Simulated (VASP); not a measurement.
Input of a VASP 6.6.1 run:

The input INCAR:

```
PREC = Accurate ; ENCUT = 520
EDIFF = 1E-6 ; ISMEAR = 0
SIGMA = 0.05 ; LREAL = False
LASPH = True ; NELM = 80
ALGO = Normal ; ISIF = 2
LWAVE = False ; LCHARG = True
GGA = PE ; IVDW = 12
LELF = True ; LVHAR = True
NBANDS = 31
```

The input KPOINTS:

```
regular mesh
0
Gamma
  7 11 3
```

POSCAR

```
C
1.0
    0.0000000000      1.4231666446     -3.3613878322
   -2.4649969361      0.0000000000      0.0000000000
    1.8487477021     11.4481046098      3.3008046181
C
10
Direct
    0.4073459933      0.1400836370      0.7201115161
    0.7545866564      0.6415285392      0.0553713855
    0.9177764906      0.2661673136      0.2215564182
    0.0809663249      0.8908060881      0.3877414508
    0.2441561591      0.5154448626      0.5539264834
    0.8086031779      0.1831102353      0.1108136471
   -0.0282069879      0.8077490098      0.2769986797
    0.1349828463      0.4323877843      0.4431837123
    0.2981726806      1.0570265587      0.6093687450
    0.4613625148      0.6816653332      0.7755537776
```

Potentials or basis: VASP PAW PBE potentials, release 64 (C).

Command:

```console
$ cat potpaw_PBE.64/C/POTCAR > POTCAR
$ mpirun -np 1 vasp_std > vasp.out
```

**Question.** Predict the largest force.

**Answer.** 2.416 eV/Å.

**Question.** Predict the dispersion energy per atom.

**Answer.** -0.139 eV.

**Question.** What does it give for the pressure?

**Answer.** -1.3 GPa.

Stress tensor (GPa, compression positive):
```
-1.25 -0.19 -0.01
-0.19 -2.38 -0.16
-0.01 -0.16 -0.25
```

Caveat: forces of over 1 eV/Å act on the atoms, so gaps and moduli don't describe the material at rest.
